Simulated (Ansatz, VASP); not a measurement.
**CoSi in VASP and in Ansatz**

Contents of INCAR:

```
ALGO = Fast
EDIFF = 1E-7
ENCUT = 520
GGA = PS
ISIF = 2
ISMEAR = 0
LASPH = T
LCHARG = T
LELF = T
LREAL = F
LVHAR = T
LWAVE = F
NBANDS = 36
NELM = 80
PREC = Accurate
SIGMA = 0.15
```

The input KPOINTS:

```
k-points
0
Gamma
  10 10 10
```

File POSCAR:

```
CoSi
1.0
    4.2213570654      0.0000000000      0.0000000000
    0.0000000000      4.5502939796      0.0000000000
    0.0000000000      0.0000000000      4.3858255225
Co Si
4 4
Direct
    0.1456446743      0.1456446743      0.1456446743
    0.3543553257      0.8543553257      0.6456446743
    0.6456446743      0.3543553257      0.8543553257
    0.8543553257      0.6456446743      0.3543553257
    0.8433288496      0.8433288496      0.8433288496
    0.6566711504      0.1566711504      0.3433288496
    0.3433288496      0.6566711504      0.1566711504
    0.1566711504      0.3433288496      0.6566711504
```

Input for Ansatz:

```yaml
crystal:
  lattice:
    - [4.2213570654, 0.0, 0.0]
    - [0.0, 4.5502939796, 0.0]
    - [0.0, 0.0, 4.3858255225]
  atoms:
    - { symbol: Co, position: [0.1456446743, 0.1456446743, 0.1456446743] }
    - { symbol: Co, position: [0.3543553257, 0.8543553257, 0.6456446743] }
    - { symbol: Co, position: [0.6456446743, 0.3543553257, 0.8543553257] }
    - { symbol: Co, position: [0.8543553257, 0.6456446743, 0.3543553257] }
    - { symbol: Si, position: [0.8433288496, 0.8433288496, 0.8433288496] }
    - { symbol: Si, position: [0.6566711504, 0.1566711504, 0.3433288496] }
    - { symbol: Si, position: [0.3433288496, 0.6566711504, 0.1566711504] }
    - { symbol: Si, position: [0.1566711504, 0.3433288496, 0.6566711504] }
basis:
  ecutwfc: 420
kpoints:
  mp_grid: { grid: [10, 10, 10] }
hamiltonian:
  xc: pbesol
scf:
  occupations: { method: gaussian, width: 0.15 }
output:
  forces: true
  stress: true
  eigenvalues: true
  write_density: true
  write_potential: true
  elf: true
  volumetric_format: npy
```

Change from the starting cell: strain -0.0375 x Voigt [1, -1, 0, 0, 0, 0], atoms carried along.

Alike in both runs: task single point; functional PBEsol; k mesh 10 × 10 × 10; occupations gaussian, width 0.15 eV; no spin polarisation.

|  | VASP | Ansatz |
| --- | --- | --- |
| version | VASP 6.6.1 | Ansatz 0.2.0 |
| potentials or method | VASP PAW PBE potentials, release 64 (Co, Si), cutoff 520 eV | scalar-relativistic, plane waves, PAW |
| valence electrons in the cell | 52 | 84 |

|  | VASP | Ansatz | Ansatz less VASP |
| --- | --- | --- | --- |
| gap on the k mesh at the Fermi level (eV) | none | none | - |
| pressure (GPa) | 1.7 | 1.5 | -0.20 |
| traceless stress, the component that is largest in VASP (GPa) | 10.51 | 10.41 | -0.102 |
| rms of the force components (eV/Å) | 0.081 | 0.079 | -0.0017 |

VASP's potentials were made for PBE, not for PBEsol. Atom by atom the forces differ by 0.006 eV/Å (rms over components). A gap of «none» marks a metal or a gap that the smearing closes. VASP's potentials hold 52 valence electrons a cell and Ansatz's 84, so a difference there can come from the potentials and not from the codes.
